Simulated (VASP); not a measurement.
Set up this calculation in VASP 6.6.1, as the native input.

```
Task                   : electric field gradients
Functional             : PBE
Potentials or basis    : VASP PAW PBE potentials, release 64 (C)
Cutoff                 : 520 eV
k mesh                 : 20 × 20 × 20
Occupations            : fermi-dirac, width 0.08 eV
Spin                   : no spin polarisation
Dipole correction      : no
Further INCAR settings : ALGO = Normal; EDIFF = 1e-08; NBANDS = 11
```

The structure of C lies in POSCAR:

```
C
1.0
    0.0535020000      1.8101510000      1.8101510000
    1.8101510000      0.0535020000      1.8101510000
    1.8101510000      1.8101510000      0.0535020000
C
2
Direct
    0.5000000000      0.5000000000      0.5000000000
    0.7500000000      0.7500000000      0.7500000000
```

This cell differs from its parent crystal: equal xy, yz and zx shear strains of +3 %.

These files were run (other wordings do the same):

INCAR

```
ALGO = Normal
EDIFF = 1E-8
ENCUT = 520
GGA = PE
ISIF = 2
ISMEAR = -1
LASPH = True
LCHARG = False
LEFG = True
LREAL = False
LWAVE = False
NBANDS = 11
NELM = 80
PREC = Accurate
SIGMA = 0.08
```

KPOINTS

```
k-points
0
Gamma
  20 20 20
```

Potentials or basis: VASP PAW PBE potentials, release 64 (C).

The run is started by

```sh
$ cat potpaw_PBE.64/C/POTCAR > POTCAR
$ mpirun -np 1 vasp_std > vasp.out
```

It gave:

```yaml
Pressure: 3.8 GPa
Largest_force: 0.053 eV/Å
Band_gap_on_the_k_mesh: 4.03 eV (least direct gap 4.56 eV)
Largest_electric_field_gradient_by_atom: C +6.6 V/Å²
```

Caveat: the cell differs from its parent crystal (equal xy, yz and zx shear strains of +3 %); the cell stands under pressure; without QUAD_EFG the Cq values of the log hold for a quadrupole moment of 1 mb, not for the nuclei.

Wall time 60 s on 1 thread of Intel(R) Xeon(R) Platinum 8488C (Sapphire Rapids), on a shared host, peak memory 0.18 GiB.
